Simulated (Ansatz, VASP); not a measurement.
## Two plane-wave programs on SnO

INCAR

```
SYSTEM = SnO
  PREC = Accurate
  ENCUT = 1340
  EDIFF = 1E-6
  ISMEAR = 0
  SIGMA = 0.05
  LREAL = .False.
  LASPH = .True.
  NELM = 120
  ALGO = Normal
  ISIF = 2
  LWAVE = .False.
  LCHARG = .False.
  GGA = PE
  NBANDS = 28
  GGA_COMPAT = .False.
```

KPOINTS

```
Automatic mesh
0
Gamma
  8 8 6
  0 0 0
```

File POSCAR:

```
SnO
1.0
    3.7986000000      0.0000000000      0.0000000000
    0.0000000000      3.7986000000      0.0000000000
    0.0000000000      0.0000000000      4.8408000000
Sn O
2 2
Direct
    0.5000000000      0.0000000000      0.2369000000
    0.0000000000      0.5000000000      0.7631000000
    0.0000000000      0.0000000000      0.0000000000
    0.5000000000      0.5000000000      0.0000000000
```

Input for Ansatz:

```yaml
crystal:
  lattice:
    - [3.7986, 0.0, 0.0]
    - [0.0, 3.7986, 0.0]
    - [0.0, 0.0, 4.8408]
  atoms:
    - { symbol: Sn, position: [0.5, 0.0, 0.2369] }
    - { symbol: Sn, position: [0.0, 0.5, 0.7631] }
    - { symbol: O, position: [0.0, 0.0, 0.0] }
    - { symbol: O, position: [0.5, 0.5, 0.0] }
basis:
  ecutwfc: 420
  fft_grid_basis: typed
kpoints:
  mp_grid: { grid: [8, 8, 6] }
hamiltonian:
  xc: pbe
scf:
  occupations: { method: gaussian, width: 0.05 }
output:
  forces: true
  stress: true
  eigenvalues: true
  bader: true
  write_density: true
  volumetric_format: npy
  elf: true
```

Alike in both runs: task single point; functional PBE; k mesh 8 × 8 × 6; occupations gaussian, width 0.05 eV; no spin polarisation.

|  | VASP | Ansatz |
| --- | --- | --- |
| version | VASP 6.6.1 | Ansatz 0.2.0 |
| potentials or method | VASP PAW PBE potentials, release 64 (Sn_d, O_h), cutoff 1340 eV | scalar-relativistic, plane waves, PAW |
| valence electrons in the cell | 40 | 40 |

VASP gave:

```
gap on the k mesh at the Fermi level (eV)                     : 0.07
pressure (GPa)                                                : 5.0
traceless stress, the component that is largest in VASP (GPa) : -0.77
rms of the force components (eV/Å)                            : 0.237
```

Question: Which values does Ansatz return?

Answer: gap on the k mesh at the Fermi level (eV): 0.06; pressure (GPa): 4.8; traceless stress, the component that is largest in VASP (GPa): -0.78; rms of the force components (eV/Å): 0.206.

Atom by atom the forces differ by 0.032 eV/Å (rms over components).
